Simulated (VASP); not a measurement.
# NbRu3C (Pm-3m) in VASP: further runs, part 2 of 2

VASP 6.6.1.

## 3. Single point, PBEsol

This run uses another cell than the first one, of 13.44 Å³/atom, 1.043 times its volume.

INCAR

```
  ALGO = Normal
  EDIFF = 1E-7
  ENCUT = 520
  GGA = PS
  ISIF = 2
  ISMEAR = -1
  LASPH = T
  LCHARG = F
  LREAL = F
  LWAVE = F
  NBANDS = 38
  NELM = 80
  PREC = Accurate
  SIGMA = 0.05
```

KPOINTS

```
k-points
0
Gamma
  7 7 7
```

POSCAR

```
NbRu3C
1.0
    4.0651380000      0.0000000000      0.0000000000
    0.0000000000      4.0651380000      0.0000000000
    0.0000000000      0.0000000000      4.0651380000
Ru Nb C
3 1 1
Direct
    0.5000000000      0.5000000000      0.0000000000
    0.5000000000      0.0000000000      0.5000000000
    0.0000000000      0.5000000000      0.5000000000
    0.0000000000      0.0000000000      0.0000000000
    0.5000000000      0.5000000000      0.5000000000
```

Potentials or basis: VASP PAW PBE potentials, release 64 (Ru_pv, Nb_sv, C).

Command:

```
$ cat potpaw_PBE.64/Ru_pv/POTCAR potpaw_PBE.64/Nb_sv/POTCAR potpaw_PBE.64/C/POTCAR > POTCAR
$ mpirun -np 1 vasp_std > vasp.out
```

OUTCAR:

```text
EDIFF = 1E-7
   ENCUT = 520
   GGA = PS
   ISIF = 2
   ISMEAR = -1
   LASPH = T
   LREAL = F
   NELM = 80
   PREC = Accurate

 ion  position               nearest neighbor table
   1  0.500  0.500  0.000-   5 2.03   5 2.03   4 2.87   2 2.87   2 2.87   3 2.87   3 2.87   2 2.87
                             4 2.87   2 2.87   3 2.87   4 2.87   3 2.87   4 2.87
   2  0.500  0.000  0.500-   5 2.03   5 2.03   4 2.87   1 2.87   1 2.87   4 2.87   1 2.87   3 2.87
                             3 2.87   1 2.87   3 2.87   4 2.87   4 2.87   3 2.87
   3  0.000  0.500  0.500-   5 2.03   5 2.03   4 2.87   1 2.87   1 2.87   4 2.87   2 2.87   4 2.87
                             4 2.87   1 2.87   2 2.87   2 2.87   1 2.87   2 2.87
   4  0.000  0.000  0.000-   1 2.87   2 2.87   3 2.87   2 2.87   3 2.87   1 2.87   3 2.87   3 2.87
                             1 2.87   2 2.87   2 2.87   1 2.87
   5  0.500  0.500  0.500-   1 2.03   2 2.03   3 2.03   1 2.03   2 2.03   3 2.03

  LATTYP: Found a simple cubic cell.
 ALAT       =     4.0651380000

  Lattice vectors:

 A1 = (   4.0651380000,   0.0000000000,   0.0000000000)
 A2 = (   0.0000000000,   4.0651380000,   0.0000000000)
 A3 = (   0.0000000000,   0.0000000000,   4.0651380000)

Analysis of symmetry for initial positions (statically):
=====================================================================
 Subroutine PRICEL returns:
 Original cell was already a primitive cell.

 Routine SETGRP: Setting up the symmetry group for a
 simple cubic supercell.

 Subroutine GETGRP returns: Found 48 space group operations
 (whereof 48 operations were pure point group operations)
 out of a pool of 48 trial point group operations.

The static configuration has the point symmetry O_h .

Analysis of symmetry for dynamics (positions and initial velocities):
=====================================================================
 Subroutine PRICEL returns:
 Original cell was already a primitive cell.

 Routine SETGRP: Setting up the symmetry group for a
 simple cubic supercell.

 Subroutine GETGRP returns: Found 48 space group operations
 (whereof 48 operations were pure point group operations)
 out of a pool of 48 trial point group operations.

The dynamic configuration has the point symmetry O_h .

 Subroutine INISYM returns: Found 48 space group operations
 (whereof 48 operations are pure point group operations),
 and found     1 'primitive' translations

----------------------------------------------------------------------------------------

                                     Primitive cell

  volume of cell :      67.1778

  direct lattice vectors                    reciprocal lattice vectors
     4.065138000  0.000000000  0.000000000     0.245994109  0.000000000  0.000000000
     0.000000000  4.065138000  0.000000000     0.000000000  0.245994109  0.000000000
     0.000000000  0.000000000  4.065138000     0.000000000  0.000000000  0.245994109

  length of vectors
     4.065138000  4.065138000  4.065138000     0.245994109  0.245994109  0.245994109

  position of ions in fractional coordinates (direct lattice)
     0.500000000  0.500000000  0.000000000
     0.500000000  0.000000000  0.500000000
     0.000000000  0.500000000  0.500000000
     0.000000000  0.000000000  0.000000000
     0.500000000  0.500000000  0.500000000

[... 35 lines left out ...]
            Coordinates               Weight
  0.000000  0.000000  0.000000      1.000000
  0.142857  0.000000  0.000000      6.000000
  0.285714  0.000000  0.000000      6.000000
  0.428571  0.000000  0.000000      6.000000
  0.142857  0.142857  0.000000     12.000000
  0.285714  0.142857  0.000000     24.000000
[... 12 lines left out ...]
  0.428571  0.428571  0.285714     24.000000
  0.428571  0.428571  0.428571      8.000000
   k-points           NKPTS =     20   k-points in BZ     NKDIM =     20   number of bands    NBANDS=     38
   number of dos      NEDOS =    301   number of ions     NIONS =      5
   total plane-waves  NPLWV =  27000
   dimension x,y,z NGX =    30 NGY =   30 NGZ =   30
   dimension x,y,z NGXF=    60 NGYF=   60 NGZF=   60
   ions per type =               3   1   1
   NGX,Y,Z   is equivalent  to a cutoff of  12.27, 12.27, 12.27 a.u.
   NGXF,Y,Z  is equivalent  to a cutoff of  24.54, 24.54, 24.54 a.u.
 SYSTEM =  unknown system
   PREC   = accura    normal or accurate (medium, high low for compatibility)
   ISTART =      0    job   : 0-new  1-cont  2-samecut
   ICHARG =      2    charge: 1-file 2-atom 10-const
   ISPIN  =      1    spin polarized calculation?
   LNONCOLLINEAR =      F non collinear calculations
   LSORBIT =      F    spin-orbit coupling
   LASPH  =      T    aspherical Exc in radial PAW
   ENCUT  =  520.0 eV  38.22 Ry    6.18 a.u.   7.56  7.56  7.56*2*pi/ulx,y,z
   NELM   =     80;   NELMIN=  2; NELMDL= -5     # of ELM steps
   EDIFF  = 0.1E-06   stopping-criterion for ELM
   LREAL  =      F    real-space projection
   EDIFFG = 0.1E-05   stopping-criterion for IOM
   NSW    =      0    number of steps for IOM
   IBRION =     -1    ionic relax: 0-MD 1-quasi-New 2-CG
   NFREE  =      0    steps in history (QN), initial steepest desc. (CG)
   ISIF   =      2    stress and relaxation
   ISYM   =      2    0-nonsym 1-usesym 2-fastsym
   POTIM  = 0.5000    time-step for ionic-motion
   TEBEG  =    0.0;   TEEND  =   0.0 temperature during run
   PSTRESS=    0.0 pullay stress
   NELECT =      59.0000    total number of electrons
   NUPDOWN=      -1.0000    fix difference up-down
   EMIN   =  10.00;   EMAX   =-10.00  energy-range for DOS
   EFERMI =   0.00;   METHOD = LEGACY
   ISMEAR =    -1;   SIGMA  =   0.05  broadening in eV -4-tet -1-fermi 0-gaus
   EFERMI_NEDOS =   21; number of points for ismear=-14 and -15
   IALGO  =     38    algorithm
   IMIX   =      4    mixing-type and parameters
     AMIX     =   0.40;   BMIX     =  1.00
     AMIX_MAG =   1.60;   BMIX_MAG =  1.00
  volume/ion in A,a.u.               =      13.44        90.67
  Fermi-wavevector in a.u.,A,eV,Ry     =   1.567774  2.962664 33.441981  2.457916
  Thomas-Fermi vector in A             =   2.669904
   LORBIT       =      0    0 simple, 1 ext, 2 COOP (PROOUT), +10 PAW based schemes
   GGA     = PS    functional components
   LHFCALC =     F    Hartree Fock is set to
   AEXX    =    0.0000 exact exchange contribution
   IVDW    =     0    specifies the selected vdW correction
   LEPSILON=     F    determine dielectric tensor
   LRPA    =     F    only Hartree local field effects (RPA)
 non-spin polarized calculation
  energy-cutoff  :      520.00
  volume of cell :       67.18
 maximum number of plane-waves:      1839
 NGX is ok and might be reduce to    30
   NGX = 15   NGY = 15   NGZ = 15

 number of electron      59.0000034 magnetization

 Free energy of the ion-electron system (eV)
  ---------------------------------------------------
  ext. energy  EPLUGINS =         0.00000000
  ---------------------------------------------------
  free energy    TOTEN  =       -51.32577612 eV

  energy without entropy =      -51.30292264  energy(sigma->0) =      -51.31434938

 E-fermi :  11.9837     XC(G=0): -13.4855

 val. band max:       11.9362664495   @ k =   0.4286   0.1429   0.1429
 cond. band min:      11.9862429769   @ k =   0.4286   0.1429   0.1429
 fundamental gap:      0.0499765274
 Fermi energy:        11.9837115873

 k-point     1 :       0.0000    0.0000    0.0000
  band No.  band energies     occupation
      1     -43.9643      2.00000
      2     -31.6814      2.00000
      3     -31.6814      2.00000
      4     -31.6814      2.00000
      5     -31.0158      2.00000
      6     -31.0158      2.00000
[... 809 lines left out ...]
     37      14.5160      0.00000
     38      17.2457      0.00000

------------------------ aborting loop because EDIFF is reached ----------------------------------------

  FORCE on cell =-STRESS in cart. coord.  units (eV):
  Direction    XX          YY          ZZ          XY          YZ          ZX
  --------------------------------------------------------------------------------------
  -------------------------------------------------------------------------------------
  Total       -4.9886883     -4.9886883     -4.9886883      0.0000000      0.0000000     -0.0000000
  in kB     -118.9792079   -118.9792079   -118.9792079      0.0000000      0.0000000     -0.0000000
  external PRESSURE =    -118.9792079 kB  Pullay stress =       0.0000000 kB

 VOLUME and BASIS-vectors are now :
 -----------------------------------------------------------------------------
  energy-cutoff  :      520.00
  volume of cell :       67.18
      direct lattice vectors                 reciprocal lattice vectors
     4.065138000  0.000000000  0.000000000     0.245994109  0.000000000  0.000000000
     0.000000000  4.065138000  0.000000000     0.000000000  0.245994109  0.000000000
     0.000000000  0.000000000  4.065138000     0.000000000  0.000000000  0.245994109

 POSITION                                       TOTAL-FORCE (eV/Angst)
 -----------------------------------------------------------------------------------
      2.03257      2.03257      0.00000         0.000000      0.000000      0.000000
      2.03257      0.00000      2.03257         0.000000      0.000000      0.000000
      0.00000      2.03257      2.03257         0.000000      0.000000      0.000000
      0.00000      0.00000      0.00000         0.000000      0.000000      0.000000
      2.03257      2.03257      2.03257         0.000000      0.000000      0.000000
 -----------------------------------------------------------------------------------
    total drift:                                0.000000      0.000000     -0.000000

  FREE ENERGIE OF THE ION-ELECTRON SYSTEM (eV)
  ---------------------------------------------------
  free  energy   TOTEN  =       -51.3257761231 eV

  energy  without entropy=      -51.3029226427  energy(sigma->0) =      -51.31434938
```

OSZICAR:

```text
N       E                     dE             d eps       ncg     rms          rms(c)
DAV:   1     0.715116012734E+03    0.71512E+03   -0.34583E+04  1520   0.166E+03
DAV:   2    -0.206417766747E+02   -0.73576E+03   -0.71642E+03  1628   0.562E+02
DAV:   3    -0.546402951075E+02   -0.33999E+02   -0.32612E+02  2284   0.114E+02
DAV:   4    -0.562829310577E+02   -0.16426E+01   -0.16245E+01  2120   0.217E+01
DAV:   5    -0.563481098071E+02   -0.65179E-01   -0.64995E-01  2276   0.401E+00    0.329E+01
DAV:   6    -0.516451802437E+02    0.47029E+01   -0.22690E+01  1992   0.269E+01    0.717E+00
DAV:   7    -0.514109914139E+02    0.23419E+00   -0.21675E+00  2176   0.780E+00    0.628E+00
DAV:   8    -0.514264727848E+02   -0.15481E-01   -0.12043E+00  1960   0.491E+00    0.399E+00
DAV:   9    -0.513315884592E+02    0.94884E-01   -0.45131E-01  2136   0.293E+00    0.156E+00
DAV:  10    -0.513261553602E+02    0.54331E-02   -0.38847E-02  2096   0.105E+00    0.451E-01
DAV:  11    -0.513258474474E+02    0.30791E-03   -0.69964E-03  2142   0.592E-01    0.695E-02
DAV:  12    -0.513257803100E+02    0.67137E-04   -0.88598E-04  2156   0.181E-01    0.541E-02
DAV:  13    -0.513257766537E+02    0.36563E-05   -0.59909E-05  1884   0.443E-02    0.133E-02
DAV:  14    -0.513257762316E+02    0.42208E-06   -0.50091E-06  2290   0.127E-02    0.611E-03
DAV:  15    -0.513257759926E+02    0.23900E-06   -0.66581E-07  1580   0.353E-03    0.105E-03
DAV:  16    -0.513257761085E+02   -0.11587E-06   -0.35167E-08   964   0.140E-03    0.313E-04
DAV:  17    -0.513257761231E+02   -0.14591E-07   -0.10282E-08   898   0.792E-04
   1 F= -.51325776E+02 E0= -.51314349E+02  d E =-.228535E-01
```

Wall time 54 s (1 thread of Intel Xeon Platinum 8488C (Sapphire Rapids), shared host); peak memory 0.19 GiB.

Results:

- Free energy: -51.3258 eV
- Pressure: -11.9 GPa

Caveat: the PAW data sets were made with another functional, which shifts forces and pressure a little.
